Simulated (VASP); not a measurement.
Sn:

```
CELL_PARAMETERS angstrom
-0.01563 3.28065 3.28065
3.28065 -0.01563 3.28065
3.28065 3.28065 -0.01563
ATOMIC_POSITIONS crystal
Sn 0.99946 0.99946 0.99946
Sn 0.25054 0.25054 0.25054
```

This cell differs from its parent crystal: epitaxial 111 strain +0.4%.

Base run:

- Program: VASP 6.6.1
- Functional: r2SCAN
- Potentials or basis: VASP PAW PBE potentials, release 64 (Sn_d)
- Cutoff: 520 eV
- k mesh: 6 × 6 × 6
- Occupations: fermi-dirac, width 0.02 eV
- Spin: no spin polarisation

Its results: band gap on the k mesh zero (filled and empty bands touch); pressure -0.2 GPa.

**Question.** The run is repeated on the same cell with these changes: functional from r2SCAN to PBE; further incar settings from ALGO = Normal; EDIFF = 1e-07; NBANDS = 21 to ALGO = Normal; EDIFF = 1e-06; NBANDS = 21. What comes out?

**Answer.** Band gap on the k mesh zero (band 14 reaches 5.29 eV, above the bottom of band 15 at 5.08 eV); pressure 1.4 GPa.

Caveats: spin-orbit coupling is left out, which moves the levels of the heavy elements; the PAW data sets were made with another functional, which shifts forces and pressure a little (some runs).
